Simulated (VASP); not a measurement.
# SiW (F-43m) in VASP: further runs, part 3 of 3

VASP 6.6.1. Earlier steps stand in the parts before.

## 5. Single point, r2SCAN, collinear spin

Contents of POSCAR:

```
SiW
1.0
    0.0000000000      2.7631810472      2.7631810472
    2.7631810472      0.0000000000      2.7631810472
    2.7631810472      2.7631810472      0.0000000000
W Si
1 1
Direct
    0.0000000000      0.0000000000      0.0000000000
    0.2500000000      0.2500000000      0.2500000000
```

Contents of INCAR.step1:

```
SYSTEM = SiW
ALGO = Normal
EDIFF = 1E-4
ENCUT = 520
GGA = PE
ISMEAR = 0
ISPIN = 2
LASPH = .True.
LCHARG = .False.
LMAXMIX = 4
LREAL = .False.
LWAVE = .True.
MAGMOM = 2.5 0
NBANDS = 20
NELM = 150
PREC = Accurate
SIGMA = 0.1
```

Contents of INCAR.step2:

```
SYSTEM = SiW
ALGO = Normal
EDIFF = 1E-6
ENCUT = 520
ISIF = 2
ISMEAR = 0
ISPIN = 2
ISTART = 1
LASPH = .True.
LCHARG = .True.
LELF = .True.
LMAXMIX = 4
LMIXTAU = .True.
LORBIT = 11
LREAL = .False.
LVHAR = .True.
LWAVE = .False.
MAGMOM = 2.5 0
METAGGA = R2SCAN
NBANDS = 20
NELM = 150
PREC = Accurate
SIGMA = 0.1
```

Contents of KPOINTS:

```
k-points
0
Gamma
  14 14 14
  0 0 0
```

Potentials or basis: VASP PAW PBE potentials, release 64 (W_sv, Si).

Run with:

```
cat potpaw_PBE.64/W_sv/POTCAR potpaw_PBE.64/Si/POTCAR > POTCAR
cp INCAR.step1 INCAR
mpirun -np 1 vasp_std > vasp.out
cp INCAR.step2 INCAR
mpirun -np 1 vasp_std > vasp.out
```

OUTCAR:

```text
SYSTEM = SiW
   EDIFF = 1E-6
   ENCUT = 520
   ISIF = 2
   ISMEAR = 0
   ISPIN = 2
   ISTART = 1
   LASPH = .True.
   LORBIT = 11
   LREAL = .False.
   METAGGA = R2SCAN
   NELM = 150
   PREC = Accurate

 ion  position               nearest neighbor table
   1  0.000  0.000  0.000-   2 2.39   2 2.39   2 2.39   2 2.39
   2  0.250  0.250  0.250-   1 2.39   1 2.39   1 2.39   1 2.39

  LATTYP: Found a face centered cubic cell.
 ALAT       =     5.5263620944

  Lattice vectors:

 A1 = (   0.0000000000,   2.7631810472,   2.7631810472)
 A2 = (   2.7631810472,   0.0000000000,   2.7631810472)
 A3 = (   2.7631810472,   2.7631810472,   0.0000000000)

Analysis of symmetry for initial positions (statically):
=====================================================================
 Subroutine PRICEL returns:
 Original cell was already a primitive cell.

 Routine SETGRP: Setting up the symmetry group for a
 face centered cubic supercell.

 Subroutine GETGRP returns: Found 24 space group operations
 (whereof 24 operations were pure point group operations)
 out of a pool of 48 trial point group operations.

The static configuration has the point symmetry T_d .

Analysis of symmetry for dynamics (positions and initial velocities):
=====================================================================
 Subroutine PRICEL returns:
 Original cell was already a primitive cell.

 Routine SETGRP: Setting up the symmetry group for a
 face centered cubic supercell.

 Subroutine GETGRP returns: Found 24 space group operations
 (whereof 24 operations were pure point group operations)
 out of a pool of 48 trial point group operations.

The dynamic configuration has the point symmetry T_d .

Analysis of structural, dynamic, and magnetic symmetry:
=====================================================================
 Subroutine PRICEL returns:
 Original cell was already a primitive cell.

 Routine SETGRP: Setting up the symmetry group for a
 face centered cubic supercell.

 Subroutine GETGRP returns: Found 24 space group operations
[... 147 lines left out ...]
  ---------------------------------------------------
  free energy    TOTEN  =       -57.05699772 eV

  energy without entropy =      -57.04760281  energy(sigma->0) =      -57.05230027

 E-fermi :   5.8844     XC(G=0): -11.1671

 val. band max:        5.8678924902   @ k =  -0.3571   0.2857   0.0000
 cond. band min:       5.8947142408   @ k =   0.0714   0.0714   0.0000
 fundamental gap:      0.0268217506
 Fermi energy:         5.8843755149

 spin component 1

 k-point     1 :       0.0000    0.0000    0.0000
  band No.  band energies     occupation
      1     -69.9134      1.00000
      2     -33.5029      1.00000
      3     -33.5029      1.00000
      4     -33.5029      1.00000
      5      -4.2406      1.00000
      6       2.8595      1.00000
[... 541 lines left out ...]
     19      20.4976      0.00000
     20      22.0134      0.00000

 [... further k-points ...]

 spin component 2

 k-point     1 :       0.0000    0.0000    0.0000
  band No.  band energies     occupation
      1     -69.9133      1.00000
      2     -33.5027      1.00000
      3     -33.5027      1.00000
      4     -33.5027      1.00000
      5      -4.2406      1.00000
      6       2.8596      1.00000
[... 541 lines left out ...]
     19      20.4976      0.00000
     20      22.0135      0.00000

 [... further k-points ...]

------------------------ aborting loop because EDIFF is reached ----------------------------------------

  FORCE on cell =-STRESS in cart. coord.  units (eV):
  Direction    XX          YY          ZZ          XY          YZ          ZX
  --------------------------------------------------------------------------------------
  -------------------------------------------------------------------------------------
  Total        0.5103201      0.5103201      0.5103201     -0.0000000      0.0000000     -0.0000000
  in kB       19.3773891     19.3773891     19.3773891     -0.0000000      0.0000000     -0.0000000
  external PRESSURE =      19.3773891 kB  Pullay stress =       0.0000000 kB

 VOLUME and BASIS-vectors are now :
 -----------------------------------------------------------------------------
  energy-cutoff  :      520.00
  volume of cell :       42.19
      direct lattice vectors                 reciprocal lattice vectors
     0.000000000  2.763181047  2.763181047    -0.180950865  0.180950865  0.180950865
     2.763181047  0.000000000  2.763181047     0.180950865 -0.180950865  0.180950865
     2.763181047  2.763181047  0.000000000     0.180950865  0.180950865 -0.180950865

 POSITION                                       TOTAL-FORCE (eV/Angst)
 -----------------------------------------------------------------------------------
      0.00000      0.00000      0.00000         0.000000      0.000000      0.000000
      1.38159      1.38159      1.38159        -0.000000     -0.000000     -0.000000
 -----------------------------------------------------------------------------------
    total drift:                                0.000001      0.000001      0.000000

  FREE ENERGIE OF THE ION-ELECTRON SYSTEM (eV)
  ---------------------------------------------------
  free  energy   TOTEN  =       -57.0569977212 eV

  energy  without entropy=      -57.0476028132  energy(sigma->0) =      -57.05230027

 total charge

# of ion       s       p       d       tot
------------------------------------------
    1        2.379   6.178   3.432  11.988
    2        0.796   1.053   0.000   1.849
--------------------------------------------------
tot          3.175   7.231   3.432  13.837

 magnetization (x)

# of ion       s       p       d       tot
------------------------------------------
    1        0.000  -0.000   0.000   0.000
    2       -0.000  -0.000   0.000  -0.000
--------------------------------------------------
tot          0.000  -0.000   0.000   0.000
```

OUTCAR.step1:

```text
SYSTEM = SiW
   EDIFF = 1E-4
   ENCUT = 520
   GGA = PE
   ISMEAR = 0
   ISPIN = 2
[... 1349 lines left out ...]
      0.00000      0.00000      0.00000        -0.000000      0.000000     -0.000000
      1.38159      1.38159      1.38159         0.000000     -0.000000      0.000000
 -----------------------------------------------------------------------------------
    total drift:                               -0.000000     -0.000000     -0.000000

  FREE ENERGIE OF THE ION-ELECTRON SYSTEM (eV)
  ---------------------------------------------------
  free  energy   TOTEN  =       -15.4394492085 eV

  energy  without entropy=      -15.4305796873  energy(sigma->0) =      -15.43501445
```

OSZICAR.step1:

```text
N       E                     dE             d eps       ncg     rms          rms(c)
DAV:   1     0.124870902703E+03    0.12487E+03   -0.82465E+03  8320   0.863E+02
DAV:   2    -0.120636199073E+02   -0.13693E+03   -0.13123E+03  9204   0.264E+02
DAV:   3    -0.162034579533E+02   -0.41398E+01   -0.40838E+01 10028   0.434E+01
DAV:   4    -0.162410589779E+02   -0.37601E-01   -0.37589E-01  9428   0.459E+00
DAV:   5    -0.162416296825E+02   -0.57070E-03   -0.57070E-03  9452   0.559E-01    0.185E+01
DAV:   6    -0.153621182633E+02    0.87951E+00   -0.21336E+00  9164   0.116E+01    0.540E+00
DAV:   7    -0.154333943147E+02   -0.71276E-01   -0.31027E-01  9100   0.352E+00    0.437E+00
DAV:   8    -0.154363914551E+02   -0.29971E-02   -0.88903E-03  9496   0.628E-01    0.200E+00
DAV:   9    -0.154386645494E+02   -0.22731E-02   -0.95245E-03  9096   0.531E-01    0.396E-01
DAV:  10    -0.154394330427E+02   -0.76849E-03   -0.20587E-03  9340   0.293E-01    0.108E-01
DAV:  11    -0.154394492085E+02   -0.16166E-04   -0.13135E-04  7948   0.784E-02
   1 F= -.15439449E+02 E0= -.15435014E+02  d E =-.886952E-02  mag=    -0.0009
```

Wall time 7.1 min (1 thread of Intel Xeon 6975P-C (Granite Rapids), shared host); peak memory 0.28 GiB.

What came out:

```
Free energy                                           : -57.0570 eV
Pressure                                              : 1.9 GPa
Band gap on the k mesh                                : zero (filled and empty bands overlap)
Net moment                                            : 0.00 μB per cell
Valence electrons inside the program's atomic spheres : W 11.99; Si 1.85
```

Caveat: the PAW data sets were made with another functional, which shifts forces and pressure a little; spin-orbit coupling is left out, which moves the levels of the heavy elements.

## 6. Summary

```csv
task,level,spin,cell,cutoff (eV),gap on the mesh (eV),pressure (GPa),moment (μB)
single point,r2SCAN,off,"a = 3.908 Å, angles 60.0°, 2 atoms",520,none,1.9,-
relaxation of cell and atoms,PBEsol,off,"relaxed from a = 3.904 Å, angles 60.0°, 2 atoms",600,none,0.0,-
single point,PBEsol,collinear,"a = 3.908 Å, angles 60.0°, 2 atoms",520,none,0.1,0.00
single point,r2SCAN,collinear,"a = 3.908 Å, angles 60.0°, 2 atoms",520,none,1.9,0.00
```

Alike in all rows: potentials or basis VASP PAW PBE potentials, release 64 (W_sv, Si); k mesh 14 × 14 × 14; smearing gaussian 0.1 eV.

The pressure there spans 0.1 GPa (PBEsol) to 1.9 GPa (r2SCAN); a positive pressure means that this level wants a larger cell, a negative one a smaller.

Caveats: the PAW data sets were made with another functional, which shifts forces and pressure a little; spin-orbit coupling is left out, which moves the levels of the heavy elements.

Total energies depend on the potentials used, so only differences within one code and one set of settings carry meaning.

The gap in the log of VASP goes by the Fermi energy; the results here count the filled bands.